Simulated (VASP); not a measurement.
# SiGe (P6_3mc) in VASP: further runs

The runs below take SiGe through single point, with PBEsol.

All numbers are computed with VASP 6.6.1; they aren't measurements. Logs are shortened: lines on timing, memory, paths and dates and some standing lists are left out, and cuts for length are marked.

## Step 1: The cell of the first run

It takes space group P6_3mc (No. 186, hexagonal). Conventional cell: a = 3.901 Å, b = 3.901 Å, c = 6.443 Å, α = 90.00°, β = 90.00°, γ = 120.00°. Within 3.0 Å of Si (site symmetry 3m) lie 4 Ge at 2.26 to 2.45 Å. Ge (site symmetry 3m) has 4 Si at 2.26 to 2.45 Å within 3.0 Å.

## Step 2: Single point, PBEsol (all Ge atoms moved +0.150 Å, as atom 3 along Cartesian [0 0 1])

Contents of INCAR:

```
SYSTEM = SiGe
ALGO = Normal
EDIFF = 1E-6
ENCUT = 520
GGA = PS
ISIF = 2
ISMEAR = 0
LASPH = .TRUE.
LCHARG = .FALSE.
LREAL = .FALSE.
LWAVE = .FALSE.
NBANDS = 26
NELM = 60
PREC = Accurate
SIGMA = 0.03
```

Contents of KPOINTS:

```
k-points
0
G
  12 12 6
  0 0 0
```

Contents of POSCAR:

```
SiGe
1.0
    3.9005968931      0.0000000000      0.0000000000
   -1.9502984466      3.3780159994      0.0000000000
    0.0000000000      0.0000000000      6.4433927721
Si Ge
2 2
Direct
    0.6666666667      0.3333333333      0.8745463420
    0.3333333333      0.6666666667      0.3745463420
    0.6666666667      0.3333333333      0.5237323191
    0.3333333333      0.6666666667      0.0237323191
```

Potentials or basis: VASP PAW PBE potentials, release 64 (Si, Ge_d).

Run with:

```console
> cat potpaw_PBE.64/Si/POTCAR potpaw_PBE.64/Ge_d/POTCAR > POTCAR
> mpirun -np 1 vasp_std > vasp.out
```

OUTCAR:

```text
SYSTEM = SiGe
   EDIFF = 1E-6
   ENCUT = 520
   GGA = PS
   ISIF = 2
   ISMEAR = 0
   LASPH = .TRUE.
   LREAL = .FALSE.
   NELM = 60
   PREC = Accurate

 ion  position               nearest neighbor table
   1  0.667  0.333  0.875-   3 2.26   4 2.45   4 2.45   4 2.45
   2  0.333  0.667  0.375-   4 2.26   3 2.45   3 2.45   3 2.45
   3  0.667  0.333  0.524-   1 2.26   2 2.45   2 2.45   2 2.45
   4  0.333  0.667  0.024-   2 2.26   1 2.45   1 2.45   1 2.45

  LATTYP: Found a hexagonal cell.
 ALAT       =     3.9005968931
 C/A-ratio  =     1.6518991705

  Lattice vectors:

 A1 = (   3.9005968931,   0.0000000000,   0.0000000000)
 A2 = (  -1.9502984466,   3.3780159994,   0.0000000000)
 A3 = (   0.0000000000,   0.0000000000,   6.4433927721)

Analysis of symmetry for initial positions (statically):
[... 6 lines left out ...]

 Subroutine GETGRP returns: Found 12 space group operations
 (whereof  6 operations were pure point group operations)
 out of a pool of 24 trial point group operations.

The static configuration has the point symmetry C_3v.
 The point group associated with its full space group is C_6v.

Analysis of symmetry for dynamics (positions and initial velocities):
[... 6 lines left out ...]

 Subroutine GETGRP returns: Found 12 space group operations
 (whereof  6 operations were pure point group operations)
 out of a pool of 24 trial point group operations.

The dynamic configuration has the point symmetry C_3v.
 The point group associated with its full space group is C_6v.

 Subroutine INISYM returns: Found 12 space group operations
 (whereof  6 operations are pure point group operations),
 and found     1 'primitive' translations

----------------------------------------------------------------------------------------

                                     Primitive cell

  volume of cell :      84.8999

  direct lattice vectors                    reciprocal lattice vectors
     3.900596893  0.000000000  0.000000000     0.256371019  0.148015877  0.000000000
    -1.950298447  3.378015999  0.000000000     0.000000000  0.296031754  0.000000000
     0.000000000  0.000000000  6.443392772     0.000000000  0.000000000  0.155197741

  length of vectors
     3.900596893  3.900596893  6.443392772     0.296031754  0.296031754  0.155197741

  position of ions in fractional coordinates (direct lattice)
     0.666666667  0.333333333  0.874546342
     0.333333333  0.666666667  0.374546342
     0.666666667  0.333333333  0.523732319
     0.333333333  0.666666667  0.023732319

[... 76 lines left out ...]
   ENCUT  =  520.0 eV  38.22 Ry    6.18 a.u.   7.25  7.25 11.98*2*pi/ulx,y,z
   NELM   =     60;   NELMIN=  2; NELMDL= -5     # of ELM steps
   EDIFF  = 0.1E-05   stopping-criterion for ELM
   LREAL  =      F    real-space projection
   EDIFFG = 0.1E-04   stopping-criterion for IOM
   NSW    =      0    number of steps for IOM
   IBRION =     -1    ionic relax: 0-MD 1-quasi-New 2-CG
   NFREE  =      0    steps in history (QN), initial steepest desc. (CG)
   ISIF   =      2    stress and relaxation
   ISYM   =      2    0-nonsym 1-usesym 2-fastsym
   POTIM  = 0.5000    time-step for ionic-motion
   TEBEG  =    0.0;   TEEND  =   0.0 temperature during run
   PSTRESS=    0.0 pullay stress
   NELECT =      36.0000    total number of electrons
   NUPDOWN=      -1.0000    fix difference up-down
   EMIN   =  10.00;   EMAX   =-10.00  energy-range for DOS
   EFERMI =   0.00;   METHOD = LEGACY
   ISMEAR =     0;   SIGMA  =   0.03  broadening in eV -4-tet -1-fermi 0-gaus
   EFERMI_NEDOS =   21; number of points for ismear=-14 and -15
   IALGO  =     38    algorithm
   IMIX   =      4    mixing-type and parameters
     AMIX     =   0.40;   BMIX     =  1.00
     AMIX_MAG =   1.60;   BMIX_MAG =  1.00
  volume/ion in A,a.u.               =      21.22       143.23
  Fermi-wavevector in a.u.,A,eV,Ry     =   1.229910  2.324192 20.581230  1.512678
  Thomas-Fermi vector in A             =   2.364779
   LORBIT       =      0    0 simple, 1 ext, 2 COOP (PROOUT), +10 PAW based schemes
   GGA     = PS    functional components
   LHFCALC =     F    Hartree Fock is set to
   AEXX    =    0.0000 exact exchange contribution
   IVDW    =     0    specifies the selected vdW correction
   LEPSILON=     F    determine dielectric tensor
   LRPA    =     F    only Hartree local field effects (RPA)
 non-spin polarized calculation
 Gauss-broadening in eV      SIGMA  =   0.03
  energy-cutoff  :      520.00
  volume of cell :       84.90
 maximum number of plane-waves:      2316
 NGX is ok and might be reduce to    30
   NGX = 15   NGY = 15   NGZ = 23

 number of electron      35.9999990 magnetization

 Free energy of the ion-electron system (eV)
  ---------------------------------------------------
  ext. energy  EPLUGINS =         0.00000000
  ---------------------------------------------------
  free energy    TOTEN  =       -20.95063951 eV

  energy without entropy =      -20.95033578  energy(sigma->0) =      -20.95048764

 E-fermi :   5.7886     XC(G=0):  -9.8891

 val. band max:        5.7832899677   @ k =   0.4167   0.0000   0.3333
 cond. band min:       5.8158690836   @ k =   0.5000   0.0000   0.3333
 fundamental gap:      0.0325791159
 Fermi energy:         5.7886030091

 k-point     1 :       0.0000    0.0000    0.0000
  band No.  band energies     occupation
      1     -19.0192      2.00000
      2     -19.0181      2.00000
      3     -18.9960      2.00000
      4     -18.9960      2.00000
      5     -18.9917      2.00000
      6     -18.9917      2.00000
[... 685 lines left out ...]
     25      12.6738      0.00000
     26      13.0072      0.00000

 [... further k-points ...]

------------------------ aborting loop because EDIFF is reached ----------------------------------------

  FORCE on cell =-STRESS in cart. coord.  units (eV):
  Direction    XX          YY          ZZ          XY          YZ          ZX
  --------------------------------------------------------------------------------------
  -------------------------------------------------------------------------------------
  Total       -1.5286651     -1.5286651      3.9847154      0.0000000      0.0000000      0.0000000
  in kB      -28.8479891    -28.8479891     75.1969992      0.0000000      0.0000000      0.0000000
  external PRESSURE =       5.8336737 kB  Pullay stress =       0.0000000 kB

 VOLUME and BASIS-vectors are now :
 -----------------------------------------------------------------------------
  energy-cutoff  :      520.00
  volume of cell :       84.90
      direct lattice vectors                 reciprocal lattice vectors
     3.900596893  0.000000000  0.000000000     0.256371019  0.148015877  0.000000000
    -1.950298447  3.378015999  0.000000000     0.000000000  0.296031754  0.000000000
     0.000000000  0.000000000  6.443392772     0.000000000  0.000000000  0.155197741

 POSITION                                       TOTAL-FORCE (eV/Angst)
 -----------------------------------------------------------------------------------
      1.95030      1.12601      5.63505        -0.000000     -0.000000      2.182571
     -0.00000      2.25201      2.41335        -0.000000      0.000000      2.182571
      1.95030      1.12601      3.37461         0.000000      0.000000     -2.182571
     -0.00000      2.25201      0.15292        -0.000000     -0.000000     -2.182571
 -----------------------------------------------------------------------------------
    total drift:                               -0.000000     -0.000001      0.004236

  FREE ENERGIE OF THE ION-ELECTRON SYSTEM (eV)
  ---------------------------------------------------
  free  energy   TOTEN  =       -20.9506395064 eV

  energy  without entropy=      -20.9503357752  energy(sigma->0) =      -20.95048764
```

OSZICAR:

```text
N       E                     dE             d eps       ncg     rms          rms(c)
DAV:   1     0.263292660125E+03    0.26329E+03   -0.17590E+04  4598   0.297E+03
DAV:   2     0.219316304919E+02   -0.24136E+03   -0.23242E+03  4000   0.632E+02
DAV:   3    -0.196037291960E+02   -0.41535E+02   -0.41009E+02  4802   0.154E+02
DAV:   4    -0.212937126740E+02   -0.16900E+01   -0.16866E+01  4714   0.346E+01
DAV:   5    -0.213294549745E+02   -0.35742E-01   -0.35729E-01  4842   0.564E+00    0.587E+00
DAV:   6    -0.210705832016E+02    0.25887E+00   -0.10639E-01  4680   0.246E+00    0.341E+00
DAV:   7    -0.209482938826E+02    0.12229E+00   -0.18451E-01  4274   0.283E+00    0.220E-01
DAV:   8    -0.209503547149E+02   -0.20608E-02   -0.17465E-02  4858   0.141E+00    0.107E-01
DAV:   9    -0.209505530564E+02   -0.19834E-03   -0.42456E-04  4872   0.161E-01    0.767E-02
DAV:  10    -0.209506224863E+02   -0.69430E-04   -0.90641E-05  4800   0.928E-02    0.239E-02
DAV:  11    -0.209506379731E+02   -0.15487E-04   -0.17768E-05  4384   0.246E-02    0.476E-03
DAV:  12    -0.209506392174E+02   -0.12443E-05   -0.16514E-06  3926   0.119E-02    0.232E-03
DAV:  13    -0.209506395064E+02   -0.28905E-06   -0.33262E-07  2824   0.403E-03
   1 F= -.20950640E+02 E0= -.20950488E+02  d E =-.303731E-03
```

It took 1.9 min on 1 thread of Intel Xeon Platinum 8259CL at 2.50GHz (Skylake/Cascade Lake), shared host; peak memory 0.28 GiB.

Results:

```yaml
Free_energy: -20.9506 eV
Pressure: 0.6 GPa
Largest_force: 2.183 eV/Å
Band_gap_on_the_k_mesh: zero (band 18 reaches 5.99 eV, above the bottom of band 19 at 5.78 eV)
```

Forces in eV/Å, atoms in the order of the input:
```
Si   0.000  0.000  2.183
Si   0.000  0.000  2.183
Ge   0.000  0.000 -2.183
Ge   0.000  0.000 -2.183
```

Caveat: the cell differs from its parent crystal (all Ge atoms moved +0.150 Å, as atom 3 along Cartesian [0 0 1]); the PAW data sets were made with another functional, which shifts forces and pressure a little.

(Continued in part 2 of 2.)
